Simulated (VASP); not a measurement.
Wanted: the native input for a VASP 6.6.1 run.

* Task: single point
* Functional: PBEsol
* Potentials or basis: VASP PAW PBE potentials, release 64 (Be, P)
* Cutoff: 520 eV
* k mesh: 1 × 1 × 1
* Occupations: fermi-dirac, width 0.15 eV
* Spin: no spin polarisation
* Dipole correction: no
* Further INCAR settings: LREAL = Auto; ALGO = Normal; EDIFF = 1e-07; NBANDS = 32

The structure of Be16P lies in POSCAR:

```
Be16P
1.0
    4.5800000000      0.0000000000      0.0000000000
    2.2900000000      3.9663960000      0.0000000000
    0.0000000000      0.0000000000     16.3826450000
Be P
16 1
Direct
   -0.1666666667      0.3333333333      0.0610402044
    0.3333333333      0.3333333333      0.0610402044
   -0.1666666667      0.8333333333      0.0610402044
    0.3333333333      0.8333333333      0.0610402044
    0.0000684828      0.0000695846      0.1750311381
    0.5014006904     -0.0026830402      0.1724184343
   -0.0026819667      0.5013979946      0.1724192888
    0.5013233273      0.5013205943      0.1723838855
   -0.1638586222      0.3279329648      0.2855898422
    0.3334895171      0.3334838478      0.2792097979
   -0.1636965658      0.8362926949      0.2855979605
    0.3279370155      0.8361368860      0.2855879499
    0.0003134183      0.0003211984      0.4033932250
    0.4997370742      0.0013891704      0.3918948985
    0.0013985578      0.4997216617      0.3919016130
    0.4994180136      0.4994312217      0.3919348799
    0.3326615957      1.3327549745      0.4923552332
```

The input as run:

INCAR

```
  PREC = Accurate
  ENCUT = 520
  EDIFF = 1E-7
  ISMEAR = -1
  SIGMA = 0.15
  LREAL = Auto
  LASPH = True
  NELM = 60
  ALGO = Normal
  ISIF = 2
  LWAVE = False
  LCHARG = False
  GGA = PS
  NBANDS = 32
```

KPOINTS

```
Automatic mesh
0
Gamma
  1 1 1
```

Potentials or basis: VASP PAW PBE potentials, release 64 (Be, P).

Launch:

```sh
$ cat potpaw_PBE.64/Be/POTCAR potpaw_PBE.64/P/POTCAR > POTCAR
$ mpirun -np 1 vasp_gam > vasp.out
```

Results of the run:

```json
{
 "Largest force": "1.369 eV/Å"
}
```

Caveat: the k points lie up to 1.58 Å⁻¹ apart; the PAW data sets were made with another functional, which shifts forces and pressure a little.

It took 30 s on 1 thread of Intel(R) Xeon(R) 6975P-C (Granite Rapids) (shared host), peak memory 0.34 GiB.
